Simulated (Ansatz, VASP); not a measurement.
## BeCdS4: VASP beside Ansatz

```
CELL_PARAMETERS angstrom
4.82343 0.00000 0.00555
0.00000 3.78671 0.00000
0.00043 0.00000 5.95172
ATOMIC_POSITIONS crystal
Be 0.00000 0.00000 0.00000
Cd 0.50000 0.50000 0.50000
S 0.29851 0.50000 0.07549
S 0.70149 0.50000 0.92451
S 0.85346 0.00000 0.37107
S 0.14654 0.00000 0.62893
```

Change from the starting cell: species swapped into the CrFeSb4 type (P2/m, No. 10).

Alike in both runs: functional PBE; k mesh 3 × 5 × 3; occupations gaussian, width 0.2 eV; no spin polarisation.

Ansatz relaxed the structure, and its values are those at the end. VASP's run is a single point on that final structure, the one shown.

|  | VASP | Ansatz |
| --- | --- | --- |
| version | VASP 6.6.1 | Ansatz 0.2.0 |
| potentials or method | VASP PAW PBE potentials, release 64 (Be, Cd, S), cutoff 520 eV | scalar-relativistic, plane waves, PAW |
| valence electrons in the cell | 38 | 46 |

```tsv
	VASP	Ansatz	Ansatz less VASP
gap on the k mesh at the Fermi level (eV)	0.85	0.83	-0.022
least direct gap on the mesh (eV)	1.03	1.00	-0.028
pressure (GPa)	0.0	0.1	+0.04
rms of the force components (eV/Å)	0.045	0.009	-0.0360
```

VASP's potentials hold 38 valence electrons a cell and Ansatz's 46, so a difference there can come from the potentials and not from the codes.

The k mesh is coarse, so the values compare programs but aren't converged.
